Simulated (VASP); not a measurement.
# BN (I-4m2) in VASP: further runs

BN is run at these levels: r2SCAN; tasks: single point.

All numbers are computed with VASP 6.6.1; they aren't measurements. Logs are shortened: lines on timing, memory, paths and dates and some standing lists are left out, and cuts for length are marked.

## (1) The cell of the first run

It takes space group I-4m2 (No. 119, tetragonal). The conventional cell has a = 2.564 Å, b = 2.564 Å, c = 3.735 Å, α = 90.00°, β = 90.00°, γ = 90.00°. Within 2.1 Å of B (site symmetry -4m2) lie 4 N at 1.59 Å. N (site symmetry -4m2) has 4 B at 1.59 Å within 2.1 Å.

## (2) Single point, r2SCAN (strain +0.000 along x and y, +0.030 along z)

POSCAR reads:

```
BN
1.0
    0.0000000000      1.8130010000      1.8673910300
    1.8130010000      0.0000000000      1.8673910300
    1.8130010000      1.8130010000      0.0000000000
B N
1 1
Direct
    0.0000000000      0.0000000000      0.0000000000
    0.7500000000      0.7500000000      0.7500000000
```

INCAR.step1 reads:

```
SYSTEM = BN
PREC = Accurate
ENCUT = 520
ISMEAR = 0
SIGMA = 0.05
LREAL = .False.
LASPH = .True.
NELM = 80
NBANDS = 11
GGA = PE
ALGO = Normal
EDIFF = 1E-4
LWAVE = .True.
LCHARG = .False.
```

INCAR.step2 reads:

```
SYSTEM = BN
PREC = Accurate
ENCUT = 520
EDIFF = 1E-6
ISMEAR = 0
SIGMA = 0.05
LREAL = .False.
LASPH = .True.
NELM = 80
ALGO = Normal
ISIF = 2
LWAVE = .False.
LCHARG = .False.
METAGGA = R2SCAN
LMIXTAU = .True.
NBANDS = 11
ISTART = 1
```

KPOINTS reads:

```
Automatic mesh
0
Gamma
  12 12 12
  0 0 0
```

Potentials or basis: VASP PAW PBE potentials, release 64 (B, N).

Started as:

```sh
cat potpaw_PBE.64/B/POTCAR potpaw_PBE.64/N/POTCAR > POTCAR
cp INCAR.step1 INCAR
mpirun -np 1 vasp_std > vasp.out
cp INCAR.step2 INCAR
mpirun -np 1 vasp_std > vasp.out
```

OUTCAR:

```text
SYSTEM = BN
   PREC = Accurate
   ENCUT = 520
   EDIFF = 1E-6
   ISMEAR = 0
   LREAL = .False.
   LASPH = .True.
   NELM = 80
   ISIF = 2
   METAGGA = R2SCAN
   ISTART = 1

 ion  position               nearest neighbor table
   1  0.000  0.000  0.000-   2 1.59   2 1.59   2 1.59   2 1.59
   2  0.750  0.750  0.750-   1 1.59   1 1.59   1 1.59   1 1.59

  LATTYP: Found a body centered tetragonal cell.
 ALAT       =     2.5639706028
 C/A-ratio  =     1.4566399692

  Lattice vectors:

 A1 = (  -1.8130010000,   0.0000000000,   1.8673910300)
 A2 = (   1.8130010000,   0.0000000000,   1.8673910300)
 A3 = (   0.0000000000,   1.8130010000,  -1.8673910300)

Analysis of symmetry for initial positions (statically):
=====================================================================
 Subroutine PRICEL returns:
 Original cell was already a primitive cell.

 Routine SETGRP: Setting up the symmetry group for a
 body centered tetragonal supercell.

 Subroutine GETGRP returns: Found  8 space group operations
 (whereof  8 operations were pure point group operations)
 out of a pool of 16 trial point group operations.

The static configuration has the point symmetry D_2d.

Analysis of symmetry for dynamics (positions and initial velocities):
=====================================================================
 Subroutine PRICEL returns:
 Original cell was already a primitive cell.

 Routine SETGRP: Setting up the symmetry group for a
 body centered tetragonal supercell.

 Subroutine GETGRP returns: Found  8 space group operations
 (whereof  8 operations were pure point group operations)
 out of a pool of 16 trial point group operations.

The dynamic configuration has the point symmetry D_2d.

 Subroutine INISYM returns: Found  8 space group operations
 (whereof  8 operations are pure point group operations),
 and found     1 'primitive' translations

----------------------------------------------------------------------------------------

                                     Primitive cell

  volume of cell :      12.2761

  direct lattice vectors                    reciprocal lattice vectors
     0.000000000  1.813001000  1.867391030    -0.275785838  0.275785838  0.267753241
     1.813001000  0.000000000  1.867391030     0.275785838 -0.275785838  0.267753241
     1.813001000  1.813001000  0.000000000     0.275785838  0.275785838 -0.267753241

  length of vectors
     2.602714330  2.602714330  2.563970603     0.473082926  0.473082926  0.473082926

  position of ions in fractional coordinates (direct lattice)
[... 88 lines left out ...]
   TEBEG  =    0.0;   TEEND  =   0.0 temperature during run
   PSTRESS=    0.0 pullay stress
   NELECT =       8.0000    total number of electrons
   NUPDOWN=      -1.0000    fix difference up-down
   EMIN   =  10.00;   EMAX   =-10.00  energy-range for DOS
   EFERMI =   0.00;   METHOD = LEGACY
   ISMEAR =     0;   SIGMA  =   0.05  broadening in eV -4-tet -1-fermi 0-gaus
   EFERMI_NEDOS =   21; number of points for ismear=-14 and -15
   IALGO  =     38    algorithm
   IMIX   =      4    mixing-type and parameters
     AMIX     =   0.40;   BMIX     =  1.00
     AMIX_MAG =   1.60;   BMIX_MAG =  1.00
  volume/ion in A,a.u.               =       6.14        41.42
  Fermi-wavevector in a.u.,A,eV,Ry     =   1.419333  2.682151 27.409030  2.014507
  Thomas-Fermi vector in A             =   2.540365
   LORBIT       =      0    0 simple, 1 ext, 2 COOP (PROOUT), +10 PAW based schemes
   METAGGA = R2SCAN    functional components
   LHFCALC =     F    Hartree Fock is set to
   AEXX    =    0.0000 exact exchange contribution
   IVDW    =     0    specifies the selected vdW correction
   LEPSILON=     F    determine dielectric tensor
   LRPA    =     F    only Hartree local field effects (RPA)
 non-spin polarized calculation
 Gauss-broadening in eV      SIGMA  =   0.05
  energy-cutoff  :      520.00
  volume of cell :       12.28
 maximum number of plane-waves:       342
   NGX =  9   NGY =  9   NGZ =  9

 number of electron       8.0000001 magnetization

 Free energy of the ion-electron system (eV)
  ---------------------------------------------------
  ext. energy  EPLUGINS =         0.00000000
  ---------------------------------------------------
  free energy    TOTEN  =       -19.13595144 eV

  energy without entropy =      -19.13595144  energy(sigma->0) =      -19.13595144

 E-fermi :   7.1176     XC(G=0): -13.4432

 val. band max:        6.8776590295   @ k =   0.0000   0.0000   0.0000
 cond. band min:      11.5408569214   @ k =   0.5000   0.0000   0.5000
 fundamental gap:      4.6631978918
 Fermi energy:         7.1175863760

 k-point     1 :       0.0000    0.0000    0.0000
  band No.  band energies     occupation
      1     -14.0727      2.00000
      2       6.5730      2.00000
      3       6.8777      2.00000
      4       6.8777      2.00000
      5      16.0503      0.00000
      6      16.0504      0.00000
      7      16.2608      0.00000
      8      17.1731      0.00000
      9      32.1587      0.00000
     10      34.1702      0.00000
     11      35.1088      0.00000
[... 309 lines left out ...]
 k-point    24 :      -0.4167    0.1667    0.0000
  band No.  band energies     occupation
      1      -9.5957      2.00000
      2      -3.2915      2.00000
      3       2.3570      2.00000
      4       4.4687      2.00000
      5      16.9250      0.00000
      6      19.0251      0.00000
      7      19.6747      0.00000
      8      23.0331      0.00000
      9      28.8867      0.00000
     10      32.9005      0.00000
     11      34.1433      0.00000

 [... further k-points ...]

------------------------ aborting loop because EDIFF is reached ----------------------------------------

  FORCE on cell =-STRESS in cart. coord.  units (eV):
  Direction    XX          YY          ZZ          XY          YZ          ZX
  --------------------------------------------------------------------------------------
  -------------------------------------------------------------------------------------
  Total       -0.6343605     -0.6343605     -2.0953996      0.0000000      0.0000000      0.0000000
  in kB      -82.7914201    -82.7914201   -273.4740257      0.0000000      0.0000000      0.0000000
  external PRESSURE =    -146.3522886 kB  Pullay stress =       0.0000000 kB

 VOLUME and BASIS-vectors are now :
 -----------------------------------------------------------------------------
  energy-cutoff  :      520.00
  volume of cell :       12.28
      direct lattice vectors                 reciprocal lattice vectors
     0.000000000  1.813001000  1.867391030    -0.275785838  0.275785838  0.267753241
     1.813001000  0.000000000  1.867391030     0.275785838 -0.275785838  0.267753241
     1.813001000  1.813001000  0.000000000     0.275785838  0.275785838 -0.267753241

 POSITION                                       TOTAL-FORCE (eV/Angst)
 -----------------------------------------------------------------------------------
      0.00000      0.00000      0.00000         0.000000      0.000000     -0.000000
      2.71950      2.71950      2.80109        -0.000000     -0.000000      0.000000
 -----------------------------------------------------------------------------------
    total drift:                                0.000000      0.000000     -0.000001

  FREE ENERGIE OF THE ION-ELECTRON SYSTEM (eV)
  ---------------------------------------------------
  free  energy   TOTEN  =       -19.1359514372 eV

  energy  without entropy=      -19.1359514372  energy(sigma->0) =      -19.13595144
```

It took 1.7 min on 1 thread of Intel Xeon 8259CL, shared host; peak memory 0.14 GiB.

Results:

- Free energy: -19.1360 eV
- Pressure: -14.6 GPa
- Band gap on the k mesh: 4.66 eV, indirect (least direct gap 9.17 eV)

Caveat: the cell differs from its parent crystal (strain +0.000 along x and y, +0.030 along z); the PAW data sets were made with another functional, which shifts forces and pressure a little. A k mesh can miss the band edges.

## (3) Single point, r2SCAN (strain +0.015 along x and y, +0.000 along z)

POSCAR reads:

```
BN
1.0
    0.0000000000      1.8401960150      1.8130010000
    1.8401960150      0.0000000000      1.8130010000
    1.8401960150      1.8401960150      0.0000000000
B N
1 1
Direct
    0.0000000000      0.0000000000      0.0000000000
    0.7500000000      0.7500000000      0.7500000000
```

INCAR.step1 reads:

```
SYSTEM = BN
PREC = Accurate
ENCUT = 520
ISMEAR = 0
SIGMA = 0.05
LREAL = .FALSE.
LASPH = .TRUE.
NELM = 80
NBANDS = 11
GGA = PE
ALGO = Normal
EDIFF = 1E-4
LWAVE = .TRUE.
LCHARG = .FALSE.
```

INCAR.step2 reads:

```
SYSTEM = BN
PREC = Accurate
ENCUT = 520
EDIFF = 1E-6
ISMEAR = 0
SIGMA = 0.05
LREAL = .FALSE.
LASPH = .TRUE.
NELM = 80
ALGO = Normal
ISIF = 2
LWAVE = .FALSE.
LCHARG = .FALSE.
METAGGA = R2SCAN
LMIXTAU = .TRUE.
NBANDS = 11
ISTART = 1
```

KPOINTS reads:

```
Automatic mesh
0
G
  12 12 12
  0 0 0
```

Potentials or basis: VASP PAW PBE potentials, release 64 (B, N).

Started as:

```sh
cat potpaw_PBE.64/B/POTCAR potpaw_PBE.64/N/POTCAR > POTCAR
cp INCAR.step1 INCAR
mpirun -np 1 vasp_std > vasp.out
cp INCAR.step2 INCAR
mpirun -np 1 vasp_std > vasp.out
```

OUTCAR:

```text
SYSTEM = BN
   PREC = Accurate
   ENCUT = 520
   EDIFF = 1E-6
   ISMEAR = 0
   LREAL = .FALSE.
   LASPH = .TRUE.
   NELM = 80
   ISIF = 2
   METAGGA = R2SCAN
   ISTART = 1

 ion  position               nearest neighbor table
   1  0.000  0.000  0.000-   2 1.59   2 1.59   2 1.59   2 1.59
   2  0.750  0.750  0.750-   1 1.59   1 1.59   1 1.59   1 1.59

  LATTYP: Found a body centered tetragonal cell.
 ALAT       =     2.6024301618
 C/A-ratio  =     1.3933138546

  Lattice vectors:

 A1 = (   0.0000000000,  -1.8401960150,  -1.8130010000)
 A2 = (   0.0000000000,   1.8401960150,  -1.8130010000)
 A3 = (   1.8401960150,   0.0000000000,   1.8130010000)

Analysis of symmetry for initial positions (statically):
=====================================================================
 Subroutine PRICEL returns:
 Original cell was already a primitive cell.

 Routine SETGRP: Setting up the symmetry group for a
 body centered tetragonal supercell.

 Subroutine GETGRP returns: Found  8 space group operations
 (whereof  8 operations were pure point group operations)
 out of a pool of 16 trial point group operations.

The static configuration has the point symmetry D_2d.

Analysis of symmetry for dynamics (positions and initial velocities):
=====================================================================
 Subroutine PRICEL returns:
 Original cell was already a primitive cell.

 Routine SETGRP: Setting up the symmetry group for a
 body centered tetragonal supercell.

 Subroutine GETGRP returns: Found  8 space group operations
 (whereof  8 operations were pure point group operations)
 out of a pool of 16 trial point group operations.

The dynamic configuration has the point symmetry D_2d.

 Subroutine INISYM returns: Found  8 space group operations
 (whereof  8 operations are pure point group operations),
 and found     1 'primitive' translations

----------------------------------------------------------------------------------------

                                     Primitive cell

  volume of cell :      12.2788

  direct lattice vectors                    reciprocal lattice vectors
[... 116 lines left out ...]
   LEPSILON=     F    determine dielectric tensor
   LRPA    =     F    only Hartree local field effects (RPA)
 non-spin polarized calculation
 Gauss-broadening in eV      SIGMA  =   0.05
  energy-cutoff  :      520.00
  volume of cell :       12.28
 maximum number of plane-waves:       343
   NGX =  9   NGY =  9   NGZ =  9

 number of electron       8.0000001 magnetization

 Free energy of the ion-electron system (eV)
  ---------------------------------------------------
  ext. energy  EPLUGINS =         0.00000000
  ---------------------------------------------------
  free energy    TOTEN  =       -19.14646051 eV

  energy without entropy =      -19.14646051  energy(sigma->0) =      -19.14646051

 E-fermi :   7.1535     XC(G=0): -13.4414

 val. band max:        6.8670544176   @ k =   0.0000   0.0000   0.0000
 cond. band min:      11.5323631361   @ k =   0.5000   0.5000   0.0000
 fundamental gap:      4.6653087185
 Fermi energy:         7.1534603300

 k-point     1 :       0.0000    0.0000    0.0000
  band No.  band energies     occupation
      1     -14.0746      2.00000
      2       6.7247      2.00000
      3       6.7247      2.00000
      4       6.8671      2.00000
      5      16.0395      0.00000
      6      16.1446      0.00000
      7      16.1446      0.00000
      8      17.1712      0.00000
      9      32.1461      0.00000
     10      34.6585      0.00000
     11      35.3859      0.00000
[... 309 lines left out ...]
 k-point    24 :      -0.4167    0.1667    0.0000
  band No.  band energies     occupation
      1      -9.6023      2.00000
      2      -3.2426      2.00000
      3       2.7334      2.00000
      4       4.0845      2.00000
      5      16.3716      0.00000
      6      19.4224      0.00000
      7      19.5350      0.00000
      8      23.0779      0.00000
      9      28.5098      0.00000
     10      32.8341      0.00000
     11      34.2184      0.00000

 [... further k-points ...]

------------------------ aborting loop because EDIFF is reached ----------------------------------------

  FORCE on cell =-STRESS in cart. coord.  units (eV):
  Direction    XX          YY          ZZ          XY          YZ          ZX
  --------------------------------------------------------------------------------------
  -------------------------------------------------------------------------------------
  Total       -1.3581014     -1.3581014     -0.6661825      0.0000000      0.0000000      0.0000000
  in kB     -177.2093263   -177.2093263    -86.9255781      0.0000000      0.0000000      0.0000000
  external PRESSURE =    -147.1147436 kB  Pullay stress =       0.0000000 kB

 VOLUME and BASIS-vectors are now :
 -----------------------------------------------------------------------------
  energy-cutoff  :      520.00
  volume of cell :       12.28
      direct lattice vectors                 reciprocal lattice vectors
     0.000000000  1.840196015  1.813001000    -0.271710185  0.271710185  0.275785838
     1.840196015  0.000000000  1.813001000     0.271710185 -0.271710185  0.275785838
     1.840196015  1.840196015  0.000000000     0.271710185  0.271710185 -0.275785838

 POSITION                                       TOTAL-FORCE (eV/Angst)
 -----------------------------------------------------------------------------------
      0.00000      0.00000      0.00000         0.000000      0.000000      0.000000
      2.76029      2.76029      2.71950        -0.000000     -0.000000     -0.000000
 -----------------------------------------------------------------------------------
    total drift:                               -0.000000     -0.000000      0.000000

  FREE ENERGIE OF THE ION-ELECTRON SYSTEM (eV)
  ---------------------------------------------------
  free  energy   TOTEN  =       -19.1464605099 eV

  energy  without entropy=      -19.1464605099  energy(sigma->0) =      -19.14646051
```

It took 1.8 min on 1 thread of Intel Xeon 8259CL, shared host; peak memory 0.14 GiB.

What came out:

| Property | Result |
| --- | --- |
| Free energy | -19.1465 eV |
| Pressure | -14.7 GPa |
| Band gap on the k mesh | 4.67 eV, indirect (least direct gap 9.17 eV) |

Stress tensor (GPa, compression positive):
```
-17.72   0.00   0.00
  0.00 -17.72   0.00
  0.00   0.00  -8.69
```

Caveat: the cell differs from its parent crystal (strain +0.015 along x and y, +0.000 along z); the PAW data sets were made with another functional, which shifts forces and pressure a little.

## (4) Single point, r2SCAN (strain +0.030 along x and y, -0.015 along z)

POSCAR reads:

```
BN
1.0
    0.0000000000      1.8673910300      1.7858059850
    1.8673910300      0.0000000000      1.7858059850
    1.8673910300      1.8673910300      0.0000000000
B N
1 1
Direct
    0.0000000000      0.0000000000      0.0000000000
    0.7500000000      0.7500000000      0.7500000000
```

INCAR.step1 reads:

```
SYSTEM = BN
PREC = Accurate ; ENCUT = 520
ISMEAR = 0 ; SIGMA = 0.05
LREAL = .False. ; LASPH = .True.
NELM = 80 ; NBANDS = 11
GGA = PE ; ALGO = Normal
EDIFF = 1E-4 ; LWAVE = .True.
LCHARG = .False.
```

INCAR.step2 reads:

```
SYSTEM = BN
PREC = Accurate ; ENCUT = 520
EDIFF = 1E-7 ; ISMEAR = 0
SIGMA = 0.05 ; LREAL = .False.
LASPH = .True. ; NELM = 80
ALGO = Normal ; ISIF = 2
LWAVE = .False. ; LCHARG = .False.
METAGGA = R2SCAN ; LMIXTAU = .True.
NBANDS = 11 ; ISTART = 1
```

KPOINTS reads:

```
regular mesh
0
Gamma
  12 12 12
  0 0 0
```

Started as:

```sh
cat potpaw_PBE.64/B/POTCAR potpaw_PBE.64/N/POTCAR > POTCAR
cp INCAR.step1 INCAR
mpirun -np 1 vasp_std > vasp.out
cp INCAR.step2 INCAR
mpirun -np 1 vasp_std > vasp.out
```

It took 2.3 min on 1 thread of Intel Xeon 8259CL, shared host; peak memory 0.14 GiB.

Results (log left out):

* Free energy: -19.1013 eV
* Pressure: -19.4 GPa
* Band gap on the k mesh: 4.16 eV, indirect (least direct gap 8.81 eV)

Stress tensor (GPa, compression positive):
```
-27.92   0.00   0.00
  0.00 -27.92   0.00
  0.00   0.00  -2.33
```

Levels at points of the mesh, in eV from the valence-band top:
| k point | band 1 | band 2 | band 3 | band 4 | band 5 | band 6 | band 7 | band 8 | band 9 |
| --- | --- | --- | --- | --- | --- | --- | --- | --- | --- |
| (0.00, 0.00, 0.00) | -20.96 | -0.40 | -0.40 | 0.00 | 8.81 | 9.12 | 9.12 | 9.88 | 24.84 |
| (0.50, 0.00, 0.00) | -16.91 | -10.86 | -2.51 | -1.85 | 9.45 | 10.65 | 11.48 | 15.57 | 23.76 |
| (0.50, 0.50, 0.00) | -15.24 | -8.81 | -5.49 | -5.49 | 4.16 | 8.52 | 18.21 | 18.21 | 21.58 |
| (0.50, 0.00, 0.50) | -15.72 | -9.45 | -4.90 | -4.88 | 4.90 | 9.60 | 17.72 | 18.34 | 20.65 |

Caveat: the cell differs from its parent crystal (strain +0.030 along x and y, -0.015 along z); the PAW data sets were made with another functional, which shifts forces and pressure a little. A k mesh can miss the band edges.

## (5) Overview

```tsv
cell	gap on the mesh (eV)	pressure (GPa)
a = 2.603, b = 2.603, c = 2.564 Å, angles 60.5, 60.5, 59.0°, 2 atoms	4.66	-14.6
a = 2.583, b = 2.583, c = 2.602 Å, angles 59.8, 59.8, 60.5°, 2 atoms	4.67	-14.7
a = 2.584, b = 2.584, c = 2.641 Å, angles 59.3, 59.3, 61.5°, 2 atoms	4.16	-19.4
```

Alike in all rows: task single point; level r2SCAN; potentials or basis VASP PAW PBE potentials, release 64 (B, N); no spin polarisation; k mesh 12 × 12 × 12; cutoff (eV) 520; smearing gaussian 0.05 eV.

Caveats: the PAW data sets were made with another functional, which shifts forces and pressure a little.

Total energies depend on the potentials used, so only differences within one code and one set of settings carry meaning.
